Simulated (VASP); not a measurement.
# NaF (I4/mmm) in VASP: single point with HSE06

Aim: the single point of NaF with HSE06.

Everything below comes from runs of VASP 6.6.1. Logs are shortened: lines on timing, memory, paths and dates and some standing lists are left out, and cuts for length are marked.

**1. The cell of the first run**

Symmetry: I4/mmm, No. 139, tetragonal system. Conventional cell: a = 3.281 Å, b = 3.281 Å, c = 4.578 Å, α = 90.00°, β = 90.00°, γ = 90.00°. Na (site symmetry 4/mmm) has 6 F at 2.29 to 2.32 Å within 3.0 Å. F (site symmetry 4/mmm) has 6 Na at 2.29 to 2.32 Å within 3.0 Å.

**2. Single point, HSE06 (epitaxial xy strain +1.0%)**

Contents of POSCAR:

```
NaF
1.0
    0.0000000000      2.3201397650      2.2887504660
    2.3201397650      0.0000000000      2.2887504660
    2.3201397650      2.3201397650      0.0000000000
Na F
1 1
Direct
    0.0000000000      0.0000000000      0.0000000000
    0.5000000000      0.5000000000      0.5000000000
```

Contents of INCAR.step1:

```
SYSTEM = NaF
ALGO = Normal
EDIFF = 1E-5
ENCUT = 520
GGA = PE
ISIF = 2
ISMEAR = 0
LASPH = .TRUE.
LCHARG = .FALSE.
LREAL = .FALSE.
LWAVE = .TRUE.
NBANDS = 14
NELM = 60
PREC = Accurate
SIGMA = 0.01
```

Contents of INCAR.step2:

```
SYSTEM = NaF
ALGO = Normal
EDIFF = 1E-7
ENCUT = 520
GGA = PE
HFSCREEN = 0.2079
ISIF = 2
ISMEAR = 0
ISTART = 1
LASPH = .TRUE.
LCHARG = .FALSE.
LHFCALC = .TRUE.
LREAL = .FALSE.
LWAVE = .FALSE.
NBANDS = 14
NELM = 60
PREC = Accurate
PRECFOCK = Normal
SIGMA = 0.01
```

Contents of KPOINTS:

```
k-points
0
G
  6 6 6
  0 0 0
```

Potentials or basis: VASP PAW PBE potentials, release 64 (Na_pv, F).

Command:

```
$ cat potpaw_PBE.64/Na_pv/POTCAR potpaw_PBE.64/F/POTCAR > POTCAR
$ cp INCAR.step1 INCAR
$ mpirun -np 1 vasp_std > vasp.out
$ cp INCAR.step2 INCAR
$ mpirun -np 1 vasp_std > vasp.out
```

OUTCAR:

```text
SYSTEM = NaF
   EDIFF = 1E-7
   ENCUT = 520
   GGA = PE
   HFSCREEN = 0.2079
   ISIF = 2
   ISMEAR = 0
   ISTART = 1
   LASPH = .TRUE.
   LHFCALC = .TRUE.
   LREAL = .FALSE.
   NELM = 60
   PREC = Accurate
   PRECFOCK = Normal

 ion  position               nearest neighbor table
   1  0.000  0.000  0.000-   2 2.29   2 2.29   2 2.32   2 2.32   2 2.32   2 2.32
   2  0.500  0.500  0.500-   1 2.29   1 2.29   1 2.32   1 2.32   1 2.32   1 2.32

  LATTYP: Found a body centered tetragonal cell.
 ALAT       =     3.2811731223
 C/A-ratio  =     1.3950805890

  Lattice vectors:

 A1 = (   0.0000000000,  -2.3201397650,  -2.2887504660)
 A2 = (   0.0000000000,   2.3201397650,  -2.2887504660)
 A3 = (   2.3201397650,   0.0000000000,   2.2887504660)

Analysis of symmetry for initial positions (statically):
=====================================================================
 Subroutine PRICEL returns:
 Original cell was already a primitive cell.

 Routine SETGRP: Setting up the symmetry group for a
 body centered tetragonal supercell.

 Subroutine GETGRP returns: Found 16 space group operations
 (whereof 16 operations were pure point group operations)
 out of a pool of 16 trial point group operations.

The static configuration has the point symmetry D_4h.

Analysis of symmetry for dynamics (positions and initial velocities):
=====================================================================
 Subroutine PRICEL returns:
 Original cell was already a primitive cell.

 Routine SETGRP: Setting up the symmetry group for a
 body centered tetragonal supercell.

 Subroutine GETGRP returns: Found 16 space group operations
 (whereof 16 operations were pure point group operations)
 out of a pool of 16 trial point group operations.

The dynamic configuration has the point symmetry D_4h.

 Subroutine INISYM returns: Found 16 space group operations
 (whereof 16 operations are pure point group operations),
 and found     1 'primitive' translations

----------------------------------------------------------------------------------------

                                     Primitive cell

  volume of cell :      24.6409

  direct lattice vectors                    reciprocal lattice vectors
     0.000000000  2.320139765  2.288750466    -0.215504259  0.215504259  0.218459814
     2.320139765  0.000000000  2.288750466     0.215504259 -0.215504259  0.218459814
     2.320139765  2.320139765  0.000000000     0.215504259  0.215504259 -0.218459814

  length of vectors
     3.259053118  3.259053118  3.281173122     0.374978481  0.374978481  0.374978481

  position of ions in fractional coordinates (direct lattice)
     0.000000000  0.000000000  0.000000000
     0.500000000  0.500000000  0.500000000

  ion indices of the primitive-cell ions
   primitive index   ion index
                 1           1
                 2           2

----------------------------------------------------------------------------------------

 KPOINTS: k-points

Automatic generation of k-mesh.
 Grid dimensions read from file:
 generate k-points for:    6    6    6

 Generating k-lattice:

  Cartesian coordinates                     Fractional coordinates (reciprocal lattice)
    -0.035917376  0.035917376  0.036409969     0.166666667  0.000000000  0.000000000
     0.035917376 -0.035917376  0.036409969     0.000000000  0.166666667  0.000000000
     0.035917376  0.035917376 -0.036409969     0.000000000  0.000000000  0.166666667

  Length of vectors
     0.062496413  0.062496413  0.062496413

  Shift w.r.t. Gamma in fractional coordinates (k-lattice)
     0.000000000  0.000000000  0.000000000

 Subroutine IBZKPT returns following result:
 ===========================================

 Found     30 irreducible k-points:

 Following reciprocal coordinates:
            Coordinates               Weight
  0.000000  0.000000  0.000000      1.000000
  0.166667  0.000000  0.000000      8.000000
  0.333333 -0.000000  0.000000      8.000000
  0.500000 -0.000000  0.000000      4.000000
  0.166667  0.166667  0.000000      2.000000
  0.333333  0.166667  0.000000      8.000000
[... 16 lines left out ...]
  0.333333  0.000000  0.333333      4.000000
  0.500000  0.000000  0.333333     16.000000
 [... further k-points ...]
   k-points           NKPTS =     30   k-points in BZ     NKDIM =    216   number of bands    NBANDS=     14
   number of dos      NEDOS =    301   number of ions     NIONS =      2
   total plane-waves  NPLWV =  13824
   dimension x,y,z NGX =    24 NGY =   24 NGZ =   24
   dimension x,y,z NGXF=    48 NGYF=   48 NGZF=   48
   ions per type =               1   1
   NGX,Y,Z   is equivalent  to a cutoff of  12.24, 12.24, 12.16 a.u.
   NGXF,Y,Z  is equivalent  to a cutoff of  24.49, 24.49, 24.32 a.u.
 SYSTEM =  NaF
   PREC   = accura    normal or accurate (medium, high low for compatibility)
   ISTART =      1    job   : 0-new  1-cont  2-samecut
   ICHARG =      0    charge: 1-file 2-atom 10-const
   ISPIN  =      1    spin polarized calculation?
   LNONCOLLINEAR =      F non collinear calculations
   LSORBIT =      F    spin-orbit coupling
   LASPH  =      T    aspherical Exc in radial PAW
   ENCUT  =  520.0 eV  38.22 Ry    6.18 a.u.   6.06  6.06  6.10*2*pi/ulx,y,z
   NELM   =     60;   NELMIN=  2; NELMDL=  0     # of ELM steps
   EDIFF  = 0.1E-06   stopping-criterion for ELM
   LREAL  =      F    real-space projection
   EDIFFG = 0.1E-05   stopping-criterion for IOM
   NSW    =      0    number of steps for IOM
   IBRION =     -1    ionic relax: 0-MD 1-quasi-New 2-CG
   NFREE  =      0    steps in history (QN), initial steepest desc. (CG)
   ISIF   =      2    stress and relaxation
   ISYM   =      3    0-nonsym 1-usesym 2-fastsym
   POTIM  = 0.5000    time-step for ionic-motion
   TEBEG  =    0.0;   TEEND  =   0.0 temperature during run
   PSTRESS=    0.0 pullay stress
   NELECT =      14.0000    total number of electrons
   NUPDOWN=      -1.0000    fix difference up-down
   EMIN   =  10.00;   EMAX   =-10.00  energy-range for DOS
   EFERMI =   0.00;   METHOD = LEGACY
   ISMEAR =     0;   SIGMA  =   0.01  broadening in eV -4-tet -1-fermi 0-gaus
   EFERMI_NEDOS =   21; number of points for ismear=-14 and -15
   IALGO  =     38    algorithm
   IMIX   =      1    mixing-type and parameters
     AMIX     =   0.40;   BMIX     =  1.00
     AMIX_MAG =   1.60;   BMIX_MAG =  1.00
  volume/ion in A,a.u.               =      12.32        83.14
  Fermi-wavevector in a.u.,A,eV,Ry     =   1.355913  2.562305 25.014324  1.838501
  Thomas-Fermi vector in A             =   2.482961
   LORBIT       =      0    0 simple, 1 ext, 2 COOP (PROOUT), +10 PAW based schemes
   GGA     = PE    functional components
   LHFCALC =     T    Hartree Fock is set to
   PRECFOCK=normal    Normal, Fast or Accurate (Low or Medium for compatibility)
   ENCUT4O =  -1.0   cutoff for four orbital integrals eV
   NKREDX  =     1    reduce k-point grid by
   NKREDY  =     1    reduce k-point grid by
   NKREDZ  =     1    reduce k-point grid by
   AEXX    =    0.2500 exact exchange contribution
   HFSCREEN=    0.2079 screening length (either q_TF or 0.3 A-1)
   HFSCREENC=   0.2079 screening length for correlation (either q_TF or 0.3 A-1)
   ENCUTFOCK=  -1.0 apply spherical cutoff to Coloumb kernel
   IVDW    =     0    specifies the selected vdW correction
   LEPSILON=     F    determine dielectric tensor
   LRPA    =     F    only Hartree local field effects (RPA)
 non-spin polarized calculation
 Gauss-broadening in eV      SIGMA  =   0.01
  energy-cutoff  :      520.00
  volume of cell :       24.64
 maximum number of plane-waves:       674
  NGX = 20; NGY = 20; NGZ = 20

 number of electron      13.9999985 magnetization

 Free energy of the ion-electron system (eV)
  ---------------------------------------------------
  ext. energy  EPLUGINS =         0.00000000
  ---------------------------------------------------
  free energy    TOTEN  =       -10.31101332 eV

  energy without entropy =      -10.31101332  energy(sigma->0) =      -10.31101332

 E-fermi :  -3.5575     XC(G=0):  -7.5426

 val. band max:       -3.7233111883   @ k =   0.0000   0.0000   0.0000
 cond. band min:       4.7809989361   @ k =   0.0000   0.0000   0.0000
 fundamental gap:      8.5043101244
 Fermi energy:        -3.5575348332

 k-point     1 :       0.0000    0.0000    0.0000
  band No.  band energies     occupation
      1     -24.4713      2.00000
      2     -24.0667      2.00000
      3     -24.0667      2.00000
      4     -24.0636      2.00000
      5      -3.7273      2.00000
      6      -3.7233      2.00000
      7      -3.7233      2.00000
      8       4.7810      0.00000
      9      17.6753      0.00000
     10      17.6753      0.00000
     11      17.7660      0.00000
     12      20.3402      0.00000
     13      22.7837      0.00000
     14      23.1956      0.00000

 k-point     2 :       0.1667    0.0000    0.0000
  band No.  band energies     occupation
      1     -24.7095      2.00000
      2     -24.0699      2.00000
      3     -24.0670      2.00000
      4     -23.7888      2.00000
      5      -4.2081      2.00000
      6      -3.7945      2.00000
      7      -3.7940      2.00000
      8       5.7224      0.00000
      9      15.1392      0.00000
     10      18.0932      0.00000
     11      18.1778      0.00000
     12      21.9523      0.00000
     13      22.2910      0.00000
     14      23.0194      0.00000

 k-point     3 :       0.3333   -0.0000    0.0000
  band No.  band energies     occupation
      1     -24.9567      2.00000
      2     -24.0761      2.00000
      3     -24.0715      2.00000
      4     -23.4623      2.00000
      5      -5.0164      2.00000
      6      -3.9339      2.00000
      7      -3.9276      2.00000
      8       7.7718      0.00000
      9      12.6429      0.00000
     10      18.7125      0.00000
     11      18.9081      0.00000
     12      21.5507      0.00000
     13      21.7708      0.00000
     14      22.9692      0.00000

 k-point     4 :       0.5000   -0.0000    0.0000
  band No.  band energies     occupation
      1     -25.0461      2.00000
      2     -24.0792      2.00000
      3     -24.0737      2.00000
      4     -23.3325      2.00000
      5      -5.3685      2.00000
      6      -4.0023      2.00000
      7      -3.9932      2.00000
      8       9.3313      0.00000
      9      11.1941      0.00000
     10      18.8027      0.00000
     11      19.0657      0.00000
     12      21.8612      0.00000
     13      22.0300      0.00000
     14      22.6233      0.00000

 k-point     5 :       0.1667    0.1667    0.0000
  band No.  band energies     occupation
      1     -24.7209      2.00000
      2     -24.0801      2.00000
      3     -24.0801      2.00000
      4     -23.7495      2.00000
      5      -4.2722      2.00000
      6      -3.8455      2.00000
      7      -3.8455      2.00000
      8       6.0277      0.00000
      9      14.8497      0.00000
     10      17.9508      0.00000
     11      17.9508      0.00000
[... 276 lines left out ...]
 k-point    22 :      -0.3333    0.5000    0.1667
  band No.  band energies     occupation
      1     -24.5598      2.00000
      2     -24.1796      2.00000
      3     -24.1412      2.00000
      4     -23.7369      2.00000
      5      -4.8489      2.00000
      6      -4.4219      2.00000
      7      -4.2874      2.00000
      8      11.7480      0.00000
      9      11.9792      0.00000
     10      13.3976      0.00000
     11      16.5918      0.00000
     12      20.2994      0.00000
     13      25.0072      0.00000
     14      25.2131      0.00000

 k-point    23 :       0.3333    0.0000    0.3333
  band No.  band energies     occupation
      1     -24.6371      2.00000
      2     -24.1033      2.00000
      3     -24.1031      2.00000
      4     -23.7787      2.00000
      5      -4.9037      2.00000
      6      -4.0632      2.00000
      7      -4.0435      2.00000
      8       8.7493      0.00000
      9      12.6168      0.00000
     10      15.8047      0.00000
     11      18.5296      0.00000
     12      18.6285      0.00000
     13      24.3706      0.00000
     14      25.9065      0.00000

 k-point    24 :       0.5000    0.0000    0.3333
  band No.  band energies     occupation
      1     -24.6100      2.00000
      2     -24.1507      2.00000
      3     -24.1059      2.00000
      4     -23.7500      2.00000
      5      -4.9747      2.00000
      6      -4.3155      2.00000
      7      -4.1135      2.00000
      8      10.5882      0.00000
      9      11.9432      0.00000
     10      14.1794      0.00000
     11      18.3966      0.00000
     12      18.8059      0.00000
     13      24.7651      0.00000
     14      26.2502      0.00000

 [... further k-points ...]
[... 5 lines left out ...]
  --------------------------------------------------------------------------------------
  -------------------------------------------------------------------------------------
  Total        0.0553448      0.0553448      0.2426484      0.0000000      0.0000000      0.0000000
  in kB        3.5985758      3.5985758     15.7772474      0.0000000      0.0000000      0.0000000
  external PRESSURE =       7.6581330 kB  Pullay stress =       0.0000000 kB

 VOLUME and BASIS-vectors are now :
 -----------------------------------------------------------------------------
  energy-cutoff  :      520.00
  volume of cell :       24.64
      direct lattice vectors                 reciprocal lattice vectors
     0.000000000  2.320139765  2.288750466    -0.215504259  0.215504259  0.218459814
     2.320139765  0.000000000  2.288750466     0.215504259 -0.215504259  0.218459814
     2.320139765  2.320139765  0.000000000     0.215504259  0.215504259 -0.218459814

 POSITION                                       TOTAL-FORCE (eV/Angst)
 -----------------------------------------------------------------------------------
      0.00000      0.00000      0.00000         0.000000      0.000000      0.000000
      2.32014      2.32014      2.28875         0.000000      0.000000      0.000000
 -----------------------------------------------------------------------------------
    total drift:                                0.000000     -0.000000      0.000001

  FREE ENERGIE OF THE ION-ELECTRON SYSTEM (eV)
  ---------------------------------------------------
  free  energy   TOTEN  =       -10.3110133216 eV

  energy  without entropy=      -10.3110133216  energy(sigma->0) =      -10.31101332
```

Run time: 12 min. Hardware: 1 thread of Intel Xeon 6975P-C (Granite Rapids), shared host; peak memory 0.24 GiB.

What came out:

- Free energy: -10.3110 eV
- Pressure: 0.8 GPa
- Band gap on the k mesh: 8.50 eV

Levels at points of the mesh, in eV from the valence-band top:
| k point | band 4 | band 5 | band 6 | band 7 | band 8 | band 9 | band 10 | band 11 |
| --- | --- | --- | --- | --- | --- | --- | --- | --- |
| (0.00, 0.00, 0.00) | -20.34 | 0.00 | 0.00 | 0.00 | 8.50 | 21.40 | 21.40 | 21.49 |
| (0.50, 0.00, 0.00) | -19.61 | -1.65 | -0.28 | -0.27 | 13.05 | 14.92 | 22.53 | 22.79 |
| (0.50, 0.50, 0.00) | -20.40 | -1.33 | -0.45 | -0.45 | 15.43 | 15.72 | 16.11 | 22.39 |
| (0.50, 0.00, 0.50) | -20.39 | -1.34 | -0.44 | -0.42 | 15.53 | 15.57 | 16.06 | 22.48 |

Caveat: the cell differs from its parent crystal (epitaxial xy strain +1.0%); the PAW data sets were made with another functional, which shifts forces and pressure a little.
